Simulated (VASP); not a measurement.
A run of VASP 6.6.1 is set up as follows.

The input INCAR:

```
  PREC = Accurate
  ENCUT = 600
  EDIFF = 1E-6
  ISMEAR = 0
  SIGMA = 0.1
  LREAL = False
  LASPH = True
  NELM = 100
  ALGO = Normal
  ISIF = 3
  LWAVE = False
  LCHARG = False
  GGA = PE
  IBRION = 2
  NSW = 90
  EDIFFG = -0.04
```

KPOINTS

```
Automatic mesh
0
Gamma
  4 4 4
```

File POSCAR:

```
GeBiS2Br
1.0
    4.7622096100      0.0000000000      0.0000000000
    0.0000000000      4.7622096100      0.0000000000
    0.0000000000      0.0000000000      4.7622096100
Ge Bi S Br
1 1 2 1
Direct
    0.0000000000      0.0000000000      0.0000000000
    0.5000000000      0.5000000000      0.5000000000
    0.5000000000      0.0000000000      0.0000000000
    0.0000000000      0.5000000000      0.0000000000
    0.0000000000      0.0000000000      0.5000000000
```

Potentials or basis: VASP PAW PBE potentials, release 64 (Ge_d, Bi_d, S, Br).

The run is started by

```sh
$ cat potpaw_PBE.64/Ge_d/POTCAR potpaw_PBE.64/Bi_d/POTCAR potpaw_PBE.64/S/POTCAR potpaw_PBE.64/Br/POTCAR > POTCAR
$ mpirun -np 1 vasp_std > vasp.out
```

(1) Predict the relaxed cell.

(2) Predict the band gap on the k mesh.

(3) What does it give for the space group after relaxing (to 0.1 Å)?

Answers

(1) a = 4.845 Å, b = 4.845 Å, c = 5.132 Å, α = 90.00°, β = 90.00°, γ = 90.00°.

(2) zero (bands 24 and 25 overlap by 1.00 eV).

(3) P4/mmm (No. 123).

Caveat: spin-orbit coupling is left out, which moves the levels of the heavy elements.
